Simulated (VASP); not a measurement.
Here is a VASP 6.6.1 calculation.

Contents of POSCAR:

```
TiAl
1.0
    3.1790640000      0.0000000000      0.0000000000
    0.0000000000      3.1790640000      0.0000000000
    0.0000000000      0.0000000000      3.1790640000
Ti Al
1 1
Direct
    0.0000000000      0.0000000000      0.0000000000
    0.5000000000      0.5000000000      0.5000000000
```

The input INCAR.step1:

```
PREC = Accurate
ENCUT = 400
EDIFF = 1E-5
ISMEAR = 1
SIGMA = 0.025
LREAL = False
LASPH = True
NELM = 120
ALGO = Normal
ISIF = 2
LWAVE = True
GGA = PE
NBANDS = 14
GGA_COMPAT = False
```

INCAR.step2

```
PREC = Accurate
ENCUT = 400
EDIFF = 1E-6
ISMEAR = 1
SIGMA = 0.025
LREAL = False
LASPH = True
NELM = 120
ALGO = Normal
ISIF = 2
LWAVE = False
LCHARG = True
GGA = B3
LHFCALC = True
AEXX = 0.2
AGGAX = 0.72
AGGAC = 0.81
ALDAC = 0.19
PRECFOCK = Normal
IVDW = 12
LELF = True
LVHAR = True
ISTART = 1
NBANDS = 14
GGA_COMPAT = False
```

KPOINTS

```
regular mesh
0
Gamma
  6 6 6
```

Potentials or basis: VASP PAW PBE potentials, release 64 (Ti_sv, Al).

Run with:

```console
$ cat potpaw_PBE.64/Ti_sv/POTCAR potpaw_PBE.64/Al/POTCAR > POTCAR
$ cp INCAR.step1 INCAR
$ mpirun -np 1 vasp_std > vasp.out
$ cp INCAR.step2 INCAR
$ mpirun -np 1 vasp_std > vasp.out
```

Task: Predict the pressure.

Result: -10.3 GPa.

Task: Predict the band gap on the k mesh.

Result: Zero (an odd number of electrons rules out a gap without spin polarisation).

Task: Estimate the dispersion energy per atom.

Result: -0.979 eV.

Caveat: the cell stands under tension; the PAW data sets were made with another functional, which shifts forces and pressure a little.
